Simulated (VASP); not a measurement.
# CO2 in VASP: a series of runs, part 2 of 2

VASP 6.6.1. Earlier steps stand in the parts before.

## 3. Single point, PBE+D3(BJ)

Contents of INCAR:

```
PREC = Accurate
ENCUT = 910
EDIFF = 1E-6
ISMEAR = -1
SIGMA = 0.05
LREAL = Auto
LASPH = True
NELM = 120
ALGO = Normal
ISIF = 2
LWAVE = False
LCHARG = True
GGA = PE
IVDW = 12
LELF = True
LVHAR = True
NBANDS = 120
GGA_COMPAT = False
```

Contents of KPOINTS:

```
regular mesh
0
Gamma
  1 1 1
```

Contents of POSCAR:

```
CO2
1.0
    8.5889170000      0.0000000000      0.0000000000
    0.0000000000      8.5889170000      0.0000000000
    0.0000000000      0.0000000000      8.5889170000
C O
12 24
Direct
    0.1262329800      0.5460737856      0.2834392879
    0.4368618784      0.9209688291      0.0476989541
    0.7835396233      0.3756454083      0.5457348537
    0.2166729488      0.1663013322      0.7390582713
    0.4524723564      0.3966824753      0.1137721007
    1.0533541929      0.0774840105      0.3193093760
    0.1006875561      0.7482805261      0.8495189775
    0.7543443560      0.7896676503      0.2573686452
    0.4123188891      0.7338436756      0.5112166853
    0.7518017044      0.9216376910      0.7503108585
    0.8181786033      0.4584346287     -0.0308425080
    0.4925202785      0.1241184360      0.4395077698
    0.2072098431      0.4827441485      0.3725015000
    0.0465415316      0.6110783110      0.1940543333
    0.4387909052      0.7960934315     -0.0066612461
    0.4350099360      1.0448248522      0.1040657780
    0.6899344437      0.3833138601      0.6443616849
    0.8763614893      0.3669427219      0.4465140837
    0.3180361289      0.0767192370      0.7576588032
    0.1158348092      0.2551121971      0.7194496216
    0.5572022815      0.3830152331      0.1999963429
    0.3480921295      0.4115999539      0.0277248547
    1.0291095287      0.0027029658      0.4309499939
    1.0779359913      0.1512334933      0.2078458779
    0.0821966456      0.8624263616      0.9217631911
    0.1189547933      0.6346414976      0.7768656416
    0.7201861410      0.6919648755      0.3459280602
    0.7867557552      0.8879841024      0.1689716157
    0.4585368157      0.6725633508      0.6231501536
    0.3659156527      0.7972219375      0.3993146202
    0.8118289422      0.8209027250      0.6808733604
    0.6916031156      1.0227371216      0.8188400087
    0.7567401328      0.5802576896     -0.0364093813
    0.8790531822      0.3370850702     -0.0250920556
    0.3701482807      0.1825504032      0.4307751998
    0.6153189579      0.0656965108      0.4493073856
```

Potentials or basis: VASP PAW PBE potentials, release 64 (C_h, O_h).

The run is started by

```console
$ cat potpaw_PBE.64/C_h/POTCAR potpaw_PBE.64/O_h/POTCAR > POTCAR
$ mpirun -np 1 vasp_gam > vasp.out
```

OUTCAR:

```text
PREC = Accurate
   ENCUT = 910
   EDIFF = 1E-6
   ISMEAR = -1
   LREAL = Auto
   LASPH = True
   NELM = 120
   ISIF = 2
   GGA = PE
   IVDW = 12
 IVDW          = 12

 ion  position               nearest neighbor table
   1  0.126  0.546  0.283-  13 1.17  14 1.17
   2  0.437  0.921  0.048-  16 1.17  15 1.17
   3  0.784  0.376  0.546-  18 1.17  17 1.17
   4  0.217  0.166  0.739-  20 1.17  19 1.17
   5  0.452  0.397  0.114-  22 1.17  21 1.17
   6  0.053  0.077  0.319-  24 1.17  23 1.17
   7  0.101  0.748  0.850-  26 1.17  25 1.17
   8  0.754  0.790  0.257-  28 1.17  27 1.17
   9  0.412  0.734  0.511-  29 1.17  30 1.17
  10  0.752  0.922  0.750-  32 1.17  31 1.17
  11  0.818  0.458  0.969-  34 1.17  33 1.17
  12  0.493  0.124  0.440-  35 1.17  36 1.17
  13  0.207  0.483  0.373-   1 1.17
  14  0.047  0.611  0.194-   1 1.17
  15  0.439  0.796  0.993-   2 1.17
  16  0.435  0.045  0.104-   2 1.17
  17  0.690  0.383  0.644-   3 1.17
[... 250 lines left out ...]
 cond. band min:       2.4169023776   @ k =   0.0000   0.0000   0.0000
 fundamental gap:      6.4460570463
 Fermi energy:        -2.6993206618

 k-point     1 :       0.0000    0.0000    0.0000
  band No.  band energies     occupation
      1     -24.6948      2.00000
      2     -24.6022      2.00000
      3     -24.5483      2.00000
      4     -24.4932      2.00000
      5     -24.4624      2.00000
      6     -24.4399      2.00000
[... 100 lines left out ...]
    107       4.1241      0.00000
    108       4.1919      0.00000
 [bands above 108 left out]

------------------------ aborting loop because EDIFF is reached ----------------------------------------

 Edisp (eV)   -2.05342

 E8    (eV) :    -0.5189

  FORCE on cell =-STRESS in cart. coord.  units (eV):
  Direction    XX          YY          ZZ          XY          YZ          ZX
  --------------------------------------------------------------------------------------
  -------------------------------------------------------------------------------------
  Total      -0.36331    -1.18612    -1.31717    -0.19902    -0.24060    -0.08346
  in kB      -0.91869    -2.99932    -3.33071    -0.50325    -0.60841    -0.21104
  external pressure =       -2.42 kB  Pullay stress =        0.00 kB

 VOLUME and BASIS-vectors are now :
 -----------------------------------------------------------------------------
  energy-cutoff  :      910.00
  volume of cell :      633.60
      direct lattice vectors                 reciprocal lattice vectors
     8.588917000  0.000000000  0.000000000     0.116429114  0.000000000  0.000000000
     0.000000000  8.588917000  0.000000000     0.000000000  0.116429114  0.000000000
     0.000000000  0.000000000  8.588917000     0.000000000  0.000000000  0.116429114

 POSITION                                       TOTAL-FORCE (eV/Angst)
 -----------------------------------------------------------------------------------
      1.08420      4.69018      2.43444        -0.000833      0.002406     -0.000851
      3.75217      7.91012      0.40968         0.001403     -0.011439     -0.002540
      6.72976      3.22639      4.68727         0.021694      0.005330     -0.017806
      1.86099      1.42835      6.34771        -0.004816      0.000809      0.007716
      3.88625      3.40707      0.97718         0.009256     -0.000764      0.002551
      0.45825      0.66550      2.74252         0.000557     -0.003350     -0.008580
[... 28 lines left out ...]
      3.17917      1.56791      3.69989         0.001585      0.010998     -0.002554
      5.28492      0.56426      3.85906         0.014177     -0.003672     -0.004109
 -----------------------------------------------------------------------------------
    total drift:                                0.000761     -0.002969     -0.004829

  FREE ENERGIE OF THE ION-ELECTRON SYSTEM (eV)
  ---------------------------------------------------
  free  energy   TOTEN  =      -281.2486826660 eV

  energy  without entropy=     -281.2486826660  energy(sigma->0) =     -281.24868267
```

Run time: 4.9 min. Hardware: 1 thread of Intel Xeon Platinum 8488C (Sapphire Rapids), shared host; peak memory 1.2 GiB.

What came out:

- Free energy: -281.2487 eV
- Pressure: -0.2 GPa
- Largest force: 0.032 eV/Å
- Band gap on the k mesh: 6.45 eV
- Dispersion energy per atom: -0.057 eV

Forces on the atoms (eV/Å):
```
C   -0.001  0.002 -0.001
C    0.001 -0.011 -0.003
C    0.022  0.005 -0.018
C   -0.005  0.001  0.008
C    0.009 -0.001  0.003
C    0.001 -0.003 -0.009
C   -0.004 -0.015 -0.008
C    0.006  0.010 -0.004
C   -0.001  0.007  0.002
C    0.009 -0.019 -0.009
C    0.004 -0.010  0.002
C    0.003  0.010  0.012
O    0.019 -0.001  0.010
O   -0.011 -0.003 -0.010
O   -0.003 -0.008  0.009
O   -0.005 -0.001  0.013
O    0.001  0.002  0.001
O   -0.005  0.003 -0.005
O    0.002 -0.004  0.008
O   -0.027  0.002 -0.002
O    0.001 -0.003 -0.021
O   -0.012 -0.006 -0.012
O    0.008 -0.002  0.004
O    0.013  0.008 -0.008
O   -0.003  0.018  0.015
O   -0.006 -0.015  0.005
O   -0.012 -0.010  0.002
O    0.003  0.004 -0.003
O   -0.001 -0.002  0.014
O   -0.007  0.009 -0.002
O   -0.007  0.029  0.011
O   -0.007 -0.005  0.001
O    0.014  0.002 -0.010
O   -0.018 -0.003  0.009
O    0.002  0.011 -0.003
O    0.014 -0.004 -0.004
```

Stress tensor (GPa, compression positive):
```
-0.09 -0.05 -0.02
-0.05 -0.30 -0.06
-0.02 -0.06 -0.33
```

Levels at points of the mesh, in eV from the valence-band top:
| k point | band 94 | band 95 | band 96 | band 97 | band 98 | band 99 |
| --- | --- | --- | --- | --- | --- | --- |
| (0.00, 0.00, 0.00) | -0.10 | -0.02 | 0.00 | 6.45 | 7.72 | 7.80 |

Caveat: the k points lie up to 0.73 Å⁻¹ apart; the cutoff is under 1.25 times the usual one of these potentials, so pressure, stress and relaxed cells hold a basis-set (Pulay) error.

## 4. Single point, PBE+D3(BJ)

Contents of INCAR:

```
SYSTEM = CO2
PREC = Accurate ; ENCUT = 910
EDIFF = 1E-6 ; ISMEAR = -1
SIGMA = 0.05 ; LREAL = Auto
LASPH = .True. ; NELM = 120
ALGO = Normal ; ISIF = 2
LWAVE = .False. ; LCHARG = .False.
GGA = PE ; IVDW = 12
NBANDS = 120 ; GGA_COMPAT = .False.
```

Contents of KPOINTS:

```
Automatic mesh
0
Gamma
  1 1 1
  0 0 0
```

Contents of POSCAR:

```
CO2
1.0
    8.5889170000      0.0000000000      0.0000000000
    0.0000000000      8.5889170000      0.0000000000
    0.0000000000      0.0000000000      8.5889170000
C O
12 24
Direct
    0.1285493852      0.5273423879      0.3835058599
    0.4561110557      0.8778871655      0.0016532934
    0.7874799582      0.4407773413      0.5400680901
    0.1894185262      0.1160681841      0.7846856594
    0.4081422605      0.3781035490      0.1103515146
    1.0556162087      0.0566893358      0.2771129352
    0.1376774278      0.7251205245      0.8875740678
    0.7771876245      0.7818447890      0.1957406271
    0.4107502727      0.8099507773      0.4798160234
    0.7704463787      0.9554173128      0.7030804932
    0.7955484958      0.3710013730     -0.0316105046
    0.5243385167      0.1324846893      0.4094346237
    0.1833874981      0.5137201815      0.5028922738
    0.0686000342      0.5279478193      0.2628503687
    0.4749376435      0.7613881936     -0.0716621199
    0.4361201767      0.9999398061      0.0617889310
    0.7128605388      0.5334083447      0.6026836678
    0.8638574572      0.3486353402      0.4784770886
    0.2782655834      0.0174527242      0.7506650722
    0.1045533447      0.2156034341      0.8152715878
    0.5172596266      0.3411955198      0.1805466277
    0.2988036792      0.4081888322      0.0303414272
    0.9874120334     -0.0251603316      0.3557840878
    1.1193727917      0.1506942028      0.1946229076
    0.1080695040      0.8160400199      0.9775388445
    0.1933305445      0.6353303915      0.7931267702
    0.7519108637      0.7169821294      0.3111102366
    0.7956649249      0.8634383124      0.0867047615
    0.5156645477      0.7864204532      0.5581262457
    0.3080947225      0.8101487068      0.3892807440
    0.8782597387      0.8842092664      0.7012991277
    0.6567417056      1.0398982782      0.7133262552
    0.8299532991      0.5003424762     -0.0335781566
    0.7499082830      0.2393782592     -0.0309235728
    0.3999689367      0.1530809996      0.4621653696
    0.6539008352      0.1241832934      0.3616870439
```

The run is started by

```console
$ cat potpaw_PBE.64/C_h/POTCAR potpaw_PBE.64/O_h/POTCAR > POTCAR
$ mpirun -np 1 vasp_gam > vasp.out
```

Wall time 5.6 min (1 thread of Intel Xeon Platinum 8259CL at 2.50GHz (Skylake/Cascade Lake), shared host); peak memory 1.2 GiB.

It converged, with:

```yaml
Free_energy: -279.4003 eV
Pressure: 1.2 GPa
Largest_force: 10.315 eV/Å
Band_gap_on_the_k_mesh: 6.01 eV
Dispersion_energy_per_atom: -0.057 eV
```

Forces in eV/Å, atoms in the order of the input:
```
C   -1.166 -0.418 -2.047
C    0.126 -0.224 -1.312
C    0.060  0.060  0.094
C    1.227 -1.080 -0.563
C   -2.600  0.347 -2.362
C    2.512  4.295 -3.546
C    3.649 -5.288 -5.557
C    0.086  1.951 -1.381
C   -1.866 -1.047 -1.885
C   -8.232  6.160  0.826
C   -1.642 -4.010  0.020
C    1.637  0.690 -0.179
O    1.804 -0.182  3.395
O   -0.610  0.532 -1.547
O   -0.154  1.539  1.570
O    0.230 -1.239 -0.078
O   -0.892  0.896  0.801
O    0.902 -1.098 -0.690
O   -0.380  0.220  0.122
O   -1.010  0.908  0.300
O    0.793  0.222  0.832
O    1.706 -0.241  1.399
O   -1.363 -2.144  1.973
O   -1.089 -2.074  1.667
O   -1.608  2.999  3.244
O   -2.189  2.190  2.385
O   -0.137 -1.086  0.793
O   -0.069 -0.919  0.464
O    1.832  0.209  1.768
O   -0.156  0.695  0.044
O    5.474 -3.855 -0.327
O    2.834 -2.208 -0.439
O    0.758  1.929  0.017
O    1.095  2.098 -0.023
O    0.213 -0.309 -0.330
O   -1.774 -0.521  0.553
```

Stress tensor (GPa, compression positive):
```
 1.28 -0.56  1.01
-0.56  0.29 -0.22
 1.01 -0.22  1.89
```

Levels at points of the mesh, in eV from the valence-band top:
| k point | band 93 | band 94 | band 95 | band 96 | band 97 | band 98 | band 99 | band 100 |
| --- | --- | --- | --- | --- | --- | --- | --- | --- |
| (0.00, 0.00, 0.00) | -0.25 | -0.13 | -0.10 | 0.00 | 6.01 | 7.10 | 7.30 | 7.40 |

Caveat: the k points lie up to 0.73 Å⁻¹ apart; the cutoff is under 1.25 times the usual one of these potentials, so pressure, stress and relaxed cells hold a basis-set (Pulay) error; the atoms stand as in a frame of molecular dynamics.

## 5. The runs side by side

| cell | gap on the mesh (eV) | pressure (GPa) | largest force (eV/Å) |
| --- | --- | --- | --- |
| as given, atomic positions A | 5.77 | -2.3 | 5.39 |
| as given, atomic positions B | 6.45 | -0.2 | 0.03 |
| as given, atomic positions C | 6.01 | 1.2 | 10.31 |

Alike in all rows: task single point; level PBE+D3(BJ); potentials or basis VASP PAW PBE potentials, release 64 (C_h, O_h); no spin polarisation; k mesh 1 × 1 × 1; cutoff (eV) 910; smearing fermi-dirac 0.05 eV.

Caveats: all runs use coarse meshes; the cutoff is under 1.25 times the usual one of these potentials, so pressure, stress and relaxed cells hold a basis-set (Pulay) error; the atoms stand as in a frame of molecular dynamics (at least some runs).

Total energies depend on the potentials used, so only differences within one code and one set of settings carry meaning.
